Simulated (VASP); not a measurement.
# MgO (Pm) in VASP: a series of runs

The runs below take MgO through single point, with LDA.

Program: VASP 6.6.1. These are calculated values, not measurements. Logs are shortened: lines on timing, memory, paths and dates and some standing lists are left out, and cuts for length are marked.

## Step 1: The cell of the first run

The structure is monoclinic, space group Pm (No. 6). Conventional cell: a = 2.913 Å, b = 2.680 Å, c = 2.938 Å, α = 90.00°, β = 119.14°, γ = 90.00°. Within 2.8 Å of Mg (site symmetry m) lie 6 O at 2.15 to 2.17 Å and 2 Mg at 2.68 Å. O (site symmetry m) has 6 Mg at 2.15 to 2.17 Å and 2 O at 2.68 Å within 2.8 Å.

## Step 2: Single point, LDA

File INCAR:

```
SYSTEM = MgO
PREC = Accurate ; ENCUT = 840
EDIFF = 1E-6 ; ISMEAR = 0
SIGMA = 0.02 ; LREAL = .FALSE.
LASPH = .TRUE. ; NELM = 120
ALGO = Normal ; ISIF = 2
LWAVE = .FALSE. ; LCHARG = .TRUE.
GGA = CA ; LELF = .TRUE.
LVHAR = .TRUE. ; NBANDS = 15
GGA_COMPAT = .FALSE.
```

File KPOINTS:

```
regular mesh
0
G
  12 12 8
  0 0 0
```

File POSCAR:

```
MgO
1.0
    2.9380210000     -0.0293802100      0.0000000000
   -1.4944540100      2.5590911000      0.0000000000
    0.0000000000      0.0000000000      2.6796800000
Mg O
1 1
Direct
    0.0000000000      0.0000000000      0.0000000000
    0.3333333333      0.6666666667      0.5000000000
```

Potentials or basis: VASP PAW LDA potentials, release 64 (Mg_sv, O).

Launch:

```
cat potpaw_LDA.64/Mg_sv/POTCAR potpaw_LDA.64/O/POTCAR > POTCAR
mpirun -np 1 vasp_std > vasp.out
```

OUTCAR:

```text
SYSTEM = MgO
   PREC = Accurate
   ENCUT = 840
   EDIFF = 1E-6
   ISMEAR = 0
   LREAL = .FALSE.
   LASPH = .TRUE.
   NELM = 120
   ISIF = 2
   GGA = CA

 ion  position               nearest neighbor table
   1  0.000  0.000  0.000-
   2  0.333  0.667  0.500-

  LATTYP: Found a simple monoclinic cell.
 ALAT       =     2.9126144341
 B/A-ratio  =     0.9200256542
 C/A-ratio  =     1.0087733766
 COS(beta)  =    -0.4869161384

  Lattice vectors:

 A1 = (   1.4435669900,   2.5297108900,   0.0000000000)
 A2 = (   0.0000000000,   0.0000000000,  -2.6796800000)
 A3 = (  -2.9380210000,   0.0293802100,   0.0000000000)

Analysis of symmetry for initial positions (statically):
=====================================================================
 Subroutine PRICEL returns:
 Original cell was already a primitive cell.

 Routine SETGRP: Setting up the symmetry group for a
 simple monoclinic supercell.

 Subroutine GETGRP returns: Found  2 space group operations
 (whereof  2 operations were pure point group operations)
 out of a pool of  4 trial point group operations.

The static configuration has the point symmetry C_1h.

Analysis of symmetry for dynamics (positions and initial velocities):
=====================================================================
 Subroutine PRICEL returns:
 Original cell was already a primitive cell.

 Routine SETGRP: Setting up the symmetry group for a
 simple monoclinic supercell.

 Subroutine GETGRP returns: Found  2 space group operations
 (whereof  2 operations were pure point group operations)
 out of a pool of  4 trial point group operations.

The dynamic configuration has the point symmetry C_1h.

 Subroutine INISYM returns: Found  2 space group operations
 (whereof  2 operations are pure point group operations),
 and found     1 'primitive' translations

----------------------------------------------------------------------------------------

                                     Primitive cell

  volume of cell :      20.0300

  direct lattice vectors                    reciprocal lattice vectors
     2.938021000 -0.029380210  0.000000000     0.342364499  0.199933484  0.000000000
    -1.494454010  2.559091100  0.000000000     0.003930591  0.393059117  0.000000000
     0.000000000  0.000000000  2.679680000     0.000000000  0.000000000  0.373178887

  length of vectors
     2.938167897  2.963501315  2.679680000     0.396467966  0.393078769  0.373178887

  position of ions in fractional coordinates (direct lattice)
     0.000000000  0.000000000  0.000000000
[... 89 lines left out ...]
   NELECT =      16.0000    total number of electrons
   NUPDOWN=      -1.0000    fix difference up-down
   EMIN   =  10.00;   EMAX   =-10.00  energy-range for DOS
   EFERMI =   0.00;   METHOD = LEGACY
   ISMEAR =     0;   SIGMA  =   0.02  broadening in eV -4-tet -1-fermi 0-gaus
   EFERMI_NEDOS =   21; number of points for ismear=-14 and -15
   IALGO  =     38    algorithm
   IMIX   =      4    mixing-type and parameters
     AMIX     =   0.40;   BMIX     =  1.00
     AMIX_MAG =   1.60;   BMIX_MAG =  1.00
  volume/ion in A,a.u.               =      10.01        67.58
  Fermi-wavevector in a.u.,A,eV,Ry     =   1.518990  2.870474 31.393128  2.307330
  Thomas-Fermi vector in A             =   2.628036
   LORBIT       =      0    0 simple, 1 ext, 2 COOP (PROOUT), +10 PAW based schemes
   GGA     = CA    functional components
   LHFCALC =     F    Hartree Fock is set to
   AEXX    =    0.0000 exact exchange contribution
   IVDW    =     0    specifies the selected vdW correction
   LEPSILON=     F    determine dielectric tensor
   LRPA    =     F    only Hartree local field effects (RPA)
 non-spin polarized calculation
 Gauss-broadening in eV      SIGMA  =   0.02
  energy-cutoff  :      840.00
  volume of cell :       20.03
 maximum number of plane-waves:      1121
   NGX = 13   NGY = 13   NGZ = 13

 number of electron      16.0000009 magnetization

 Free energy of the ion-electron system (eV)
  ---------------------------------------------------
  ext. energy  EPLUGINS =         0.00000000
  ---------------------------------------------------
  free energy    TOTEN  =       -12.49609702 eV

  energy without entropy =      -12.49609702  energy(sigma->0) =      -12.49609702

 E-fermi :   3.0003     XC(G=0): -11.5500

 val. band max:        2.7096305866   @ k =   0.3333   0.3333   0.0000
 cond. band min:       5.6671862121   @ k =   0.0000   0.0000   0.0000
 fundamental gap:      2.9575556254
 Fermi energy:         3.0002825550

 k-point     1 :       0.0000    0.0000    0.0000
  band No.  band energies     occupation
      1     -69.6676      2.00000
      2     -37.1422      2.00000
      3     -37.1406      2.00000
      4     -37.0852      2.00000
      5     -14.4384      2.00000
      6       2.0510      2.00000
      7       2.1607      2.00000
      8       2.3052      2.00000
      9       5.6672      0.00000
     10      14.3412      0.00000
     11      17.7954      0.00000
     12      18.2573      0.00000
     13      22.3792      0.00000
     14      23.2940      0.00000
[... 401 lines left out ...]
      2     -37.2101      2.00000
      3     -37.1667      2.00000
      4     -37.0764      2.00000
      5     -13.3216      2.00000
      6      -1.7412      2.00000
      7       0.4978      2.00000
      8       2.6703      2.00000
      9       9.9077      0.00000
     10      13.0027      0.00000
     11      15.5672      0.00000
     12      20.2568      0.00000
     13      21.7155      0.00000
     14      24.0961      0.00000
     15      24.9718      0.00000

 [... further k-points ...]

------------------------ aborting loop because EDIFF is reached ----------------------------------------

  FORCE on cell =-STRESS in cart. coord.  units (eV):
  Direction    XX          YY          ZZ          XY          YZ          ZX
  --------------------------------------------------------------------------------------
  -------------------------------------------------------------------------------------
  Total       -1.0839569     -1.0701586     -1.2184457      0.2869843      0.0000000      0.0000000
  in kB      -86.7046975    -85.6009846    -97.4623352     22.9556085      0.0000000      0.0000000
  external PRESSURE =     -89.9226724 kB  Pullay stress =       0.0000000 kB

 VOLUME and BASIS-vectors are now :
 -----------------------------------------------------------------------------
  energy-cutoff  :      840.00
  volume of cell :       20.03
      direct lattice vectors                 reciprocal lattice vectors
     2.938021000 -0.029380210  0.000000000     0.342364499  0.199933484  0.000000000
    -1.494454010  2.559091100  0.000000000     0.003930591  0.393059117  0.000000000
     0.000000000  0.000000000  2.679680000     0.000000000  0.000000000  0.373178887

 POSITION                                       TOTAL-FORCE (eV/Angst)
 -----------------------------------------------------------------------------------
      0.00000      0.00000      0.00000        -0.009112      0.002518      0.000000
     -0.01696      1.69627      1.33984         0.009112     -0.002518      0.000000
 -----------------------------------------------------------------------------------
    total drift:                               -0.000288      0.000044      0.000000

  FREE ENERGIE OF THE ION-ELECTRON SYSTEM (eV)
  ---------------------------------------------------
  free  energy   TOTEN  =       -12.4960970221 eV

  energy  without entropy=      -12.4960970221  energy(sigma->0) =      -12.49609702
```

OSZICAR:

```text
N       E                     dE             d eps       ncg     rms          rms(c)
DAV:   1     0.157648683040E+03    0.15765E+03   -0.13496E+04 11100   0.175E+03
DAV:   2    -0.848577866017E+01   -0.16613E+03   -0.15699E+03 13235   0.430E+02
DAV:   3    -0.142041584742E+02   -0.57184E+01   -0.56874E+01 14369   0.775E+01
DAV:   4    -0.142865142584E+02   -0.82356E-01   -0.82349E-01 12528   0.921E+00
DAV:   5    -0.142878214487E+02   -0.13072E-02   -0.13072E-02 14201   0.964E-01    0.866E+00
DAV:   6    -0.125934533487E+02    0.16944E+01   -0.24497E+00 11324   0.153E+01    0.294E+00
DAV:   7    -0.125362793467E+02    0.57174E-01   -0.14662E-01 12570   0.344E+00    0.172E+00
DAV:   8    -0.124971910984E+02    0.39088E-01   -0.61586E-02 13466   0.235E+00    0.363E-01
DAV:   9    -0.124960472043E+02    0.11439E-02   -0.42588E-03 12822   0.552E-01    0.992E-02
DAV:  10    -0.124961228605E+02   -0.75656E-04   -0.18186E-04 13515   0.202E-01    0.618E-02
DAV:  11    -0.124960971755E+02    0.25685E-04   -0.39536E-05 12906   0.790E-02    0.324E-03
DAV:  12    -0.124960970221E+02    0.15341E-06   -0.14654E-06 12638   0.165E-02
   1 F= -.12496097E+02 E0= -.12496097E+02  d E =-.372048E-96
```

stdout:

```text
POSCAR found type information on POSCAR MgO
 POSCAR found :  2 types and       2 ions
 scaLAPACK will be used
 LDA part: xc-table for (Slater(with rela. corr.)+CA(PZ))
 , standard interpolation
 POSCAR, INCAR and KPOINTS ok, starting setup
 FFT: planning ... GRIDC
 FFT: planning ... GRID_SOFT
 FFT: planning ... GRID
 WAVECAR not read
 entering main loop
```

Wall time 91 s (1 thread of Intel Xeon Platinum 8488C (Sapphire Rapids), shared host); peak memory 0.3 GiB.

What came out:

```
Free energy            : -12.4961 eV
Pressure               : -9.0 GPa
Largest force          : 0.009 eV/Å
Band gap on the k mesh : 2.96 eV (least direct gap 3.36 eV)
```

Forces on the atoms (eV/Å):
```
Mg  -0.009  0.003  0.000
O    0.009 -0.003  0.000
```

Levels at points of the mesh, in eV from the valence-band top:
```
           k point  band 4  band 5  band 6  band 7  band 8  band 9  band 10  band 11  band 12  band 13
(0.00, 0.00, 0.00)  -39.79  -17.15   -0.66   -0.55   -0.40    2.96    11.63    15.09    15.55    19.67
(0.50, 0.00, 0.00)  -39.79  -16.02   -4.90   -1.42   -0.04    6.34    10.47    12.91    17.30    18.70
(0.00, 0.50, 0.00)  -39.79  -16.04   -4.94   -1.32   -0.05    6.45    10.38    12.89    17.51    18.62
(0.50, 0.50, 0.00)  -39.79  -16.07   -4.98   -1.23   -0.06    6.56    10.29    12.86    17.71    18.54
(0.00, 0.00, 0.50)  -39.84  -16.00   -5.41   -0.13   -0.05    8.15     8.88    17.06    17.56    18.08
(0.50, 0.00, 0.50)  -39.86  -15.25   -3.71   -3.36   -0.91    5.73    11.04    13.71    14.65    14.79
(0.00, 0.50, 0.50)  -39.85  -15.28   -3.74   -3.38   -0.83    5.64    11.22    13.75    14.63    14.95
(0.50, 0.50, 0.50)  -39.85  -15.30   -3.77   -3.40   -0.75    5.55    11.40    13.79    14.49    15.25
```

Caveat: the cell stands under tension.

## Step 3: Single point, LDA

File INCAR:

```
SYSTEM = MgO
  PREC = Accurate
  ENCUT = 840
  EDIFF = 1E-6
  ISMEAR = 0
  SIGMA = 0.02
  LREAL = .FALSE.
  LASPH = .TRUE.
  NELM = 120
  ALGO = Normal
  ISIF = 2
  LWAVE = .FALSE.
  LCHARG = .TRUE.
  GGA = CA
  LELF = .TRUE.
  LVHAR = .TRUE.
  NBANDS = 15
  GGA_COMPAT = .FALSE.
```

KPOINTS is that of step 2.

File POSCAR:

```
MgO
1.0
    2.9380210000      0.0293802100      0.0000000000
   -1.4435659900      2.5297109000      0.0000000000
    0.0000000000      0.0000000000      2.6796800000
Mg O
1 1
Direct
    0.0000000000      0.0000000000      0.0000000000
    0.3333333333      0.6666666667      0.5000000000
```

Potentials or basis: VASP PAW LDA potentials, release 64 (Mg_sv, O).

Launch:

```
cat potpaw_LDA.64/Mg_sv/POTCAR potpaw_LDA.64/O/POTCAR > POTCAR
mpirun -np 1 vasp_std > vasp.out
```

OUTCAR:

```text
SYSTEM = MgO
   PREC = Accurate
   ENCUT = 840
   EDIFF = 1E-6
   ISMEAR = 0
   LREAL = .FALSE.
   LASPH = .TRUE.
   NELM = 120
   ISIF = 2
   GGA = CA

 ion  position               nearest neighbor table
   1  0.000  0.000  0.000-
   2  0.333  0.667  0.500-

  Warning from LATTYP: Monoclinic adjustment (A1->A3, A2->A1, A3->A2)!
  LATTYP: Found a simple monoclinic cell.
 ALAT       =     2.9126139471
 B/A-ratio  =     0.9200258080
 C/A-ratio  =     1.0087735452
 COS(beta)  =    -0.4869158765

  Lattice vectors:

 A1 = (  -1.4435659900,   2.5297109000,   0.0000000000)
 A2 = (   0.0000000000,   0.0000000000,   2.6796800000)
 A3 = (   2.9380210000,   0.0293802100,   0.0000000000)

Analysis of symmetry for initial positions (statically):
=====================================================================
 Subroutine PRICEL returns:
 Original cell was already a primitive cell.

 Routine SETGRP: Setting up the symmetry group for a
 simple monoclinic supercell.

 Subroutine GETGRP returns: Found  2 space group operations
 (whereof  2 operations were pure point group operations)
 out of a pool of  4 trial point group operations.

[... 177 lines left out ...]
      7       2.1607      2.00000
      8       2.3052      2.00000
      9       5.6672      0.00000
     10      14.3412      0.00000
     11      17.7954      0.00000
     12      18.2573      0.00000
     13      22.3792      0.00000
     14      23.2940      0.00000
[... 401 lines left out ...]
      2     -37.2022      2.00000
      3     -37.1690      2.00000
      4     -37.0769      2.00000
      5     -13.3652      2.00000
      6      -1.7750      2.00000
      7       0.5937      2.00000
      8       2.6518      2.00000
      9      10.0433      0.00000
     10      13.0178      0.00000
     11      15.4526      0.00000
     12      20.6126      0.00000
     13      21.5837      0.00000
     14      24.1426      0.00000
     15      25.1412      0.00000

 [... further k-points ...]

------------------------ aborting loop because EDIFF is reached ----------------------------------------

  FORCE on cell =-STRESS in cart. coord.  units (eV):
  Direction    XX          YY          ZZ          XY          YZ          ZX
  --------------------------------------------------------------------------------------
  -------------------------------------------------------------------------------------
  Total       -1.0839718     -1.0701733     -1.2184582     -0.2869850      0.0000000      0.0000000
  in kB      -86.7058914    -85.6021665    -97.4633368    -22.9556613      0.0000000      0.0000000
  external PRESSURE =     -89.9237982 kB  Pullay stress =       0.0000000 kB

 VOLUME and BASIS-vectors are now :
 -----------------------------------------------------------------------------
  energy-cutoff  :      840.00
  volume of cell :       20.03
      direct lattice vectors                 reciprocal lattice vectors
     2.938021000  0.029380210  0.000000000     0.338433909  0.193125499  0.000000000
    -1.443565990  2.529710900  0.000000000    -0.003930591  0.393059117  0.000000000
     0.000000000  0.000000000  2.679680000     0.000000000  0.000000000  0.373178887

 POSITION                                       TOTAL-FORCE (eV/Angst)
 -----------------------------------------------------------------------------------
      0.00000      0.00000      0.00000         0.009115      0.002517      0.000000
      0.01696      1.69627      1.33984        -0.009115     -0.002517      0.000000
 -----------------------------------------------------------------------------------
    total drift:                                0.000291      0.000042     -0.000000

  FREE ENERGIE OF THE ION-ELECTRON SYSTEM (eV)
  ---------------------------------------------------
  free  energy   TOTEN  =       -12.4960969133 eV

  energy  without entropy=      -12.4960969133  energy(sigma->0) =      -12.49609691
```

OSZICAR:

```text
N       E                     dE             d eps       ncg     rms          rms(c)
DAV:   1     0.157894336703E+03    0.15789E+03   -0.13456E+04 11100   0.175E+03
DAV:   2    -0.839248484185E+01   -0.16629E+03   -0.15672E+03 13312   0.429E+02
DAV:   3    -0.141988511217E+02   -0.58064E+01   -0.57755E+01 14413   0.776E+01
DAV:   4    -0.142863759497E+02   -0.87525E-01   -0.87517E-01 12598   0.940E+00
DAV:   5    -0.142878182043E+02   -0.14423E-02   -0.14422E-02 14201   0.100E+00    0.866E+00
DAV:   6    -0.125935107273E+02    0.16943E+01   -0.24493E+00 11317   0.153E+01    0.294E+00
DAV:   7    -0.125362888455E+02    0.57222E-01   -0.14641E-01 12717   0.344E+00    0.172E+00
DAV:   8    -0.124971900356E+02    0.39099E-01   -0.61581E-02 13445   0.235E+00    0.362E-01
DAV:   9    -0.124960471340E+02    0.11429E-02   -0.42592E-03 12941   0.551E-01    0.992E-02
DAV:  10    -0.124961227899E+02   -0.75656E-04   -0.18170E-04 13424   0.202E-01    0.618E-02
DAV:  11    -0.124960970667E+02    0.25723E-04   -0.39539E-05 12892   0.790E-02    0.325E-03
DAV:  12    -0.124960969133E+02    0.15342E-06   -0.14594E-06 12586   0.165E-02
   1 F= -.12496097E+02 E0= -.12496097E+02  d E =-.372884E-96
```

stdout:

```text
POSCAR found type information on POSCAR MgO
 POSCAR found :  2 types and       2 ions
 scaLAPACK will be used
 LDA part: xc-table for (Slater(with rela. corr.)+CA(PZ))
 , standard interpolation
 POSCAR, INCAR and KPOINTS ok, starting setup
 FFT: planning ... GRIDC
 FFT: planning ... GRID_SOFT
 FFT: planning ... GRID
 WAVECAR not read
 entering main loop
```

Run time: 70 s. Hardware: 1 thread of Intel Xeon Platinum 8559C (Emerald Rapids), shared host; peak memory 0.3 GiB.

What came out:

```yaml
Free_energy: -12.4961 eV
Pressure: -9.0 GPa
Largest_force: 0.009 eV/Å
Band_gap_on_the_k_mesh: 2.96 eV (least direct gap 3.36 eV)
```

Forces on the atoms (eV/Å):
```
Mg   0.009  0.003  0.000
O   -0.009 -0.003  0.000
```

Levels at points of the mesh, in eV from the valence-band top:
| k point | band 5 | band 6 | band 7 | band 8 | band 9 | band 10 | band 11 | band 12 |
| --- | --- | --- | --- | --- | --- | --- | --- | --- |
| (0.00, 0.00, 0.00) | -17.15 | -0.66 | -0.55 | -0.40 | 2.96 | 11.63 | 15.09 | 15.55 |
| (0.50, 0.00, 0.00) | -16.07 | -4.98 | -1.23 | -0.06 | 6.56 | 10.29 | 12.86 | 17.71 |
| (0.00, 0.50, 0.00) | -16.04 | -4.94 | -1.32 | -0.05 | 6.45 | 10.38 | 12.89 | 17.51 |
| (0.50, 0.50, 0.00) | -16.02 | -4.90 | -1.42 | -0.04 | 6.34 | 10.47 | 12.91 | 17.30 |
| (0.00, 0.00, 0.50) | -16.00 | -5.41 | -0.13 | -0.05 | 8.15 | 8.88 | 17.06 | 17.56 |
| (0.50, 0.00, 0.50) | -15.30 | -3.77 | -3.40 | -0.75 | 5.55 | 11.40 | 13.79 | 14.49 |
| (0.00, 0.50, 0.50) | -15.28 | -3.74 | -3.38 | -0.83 | 5.64 | 11.22 | 13.75 | 14.63 |
| (0.50, 0.50, 0.50) | -15.25 | -3.71 | -3.36 | -0.91 | 5.73 | 11.04 | 13.71 | 14.65 |

Caveat: the cell stands under tension. A k mesh can miss the band edges.

(Part 1 of 2 ends here.)
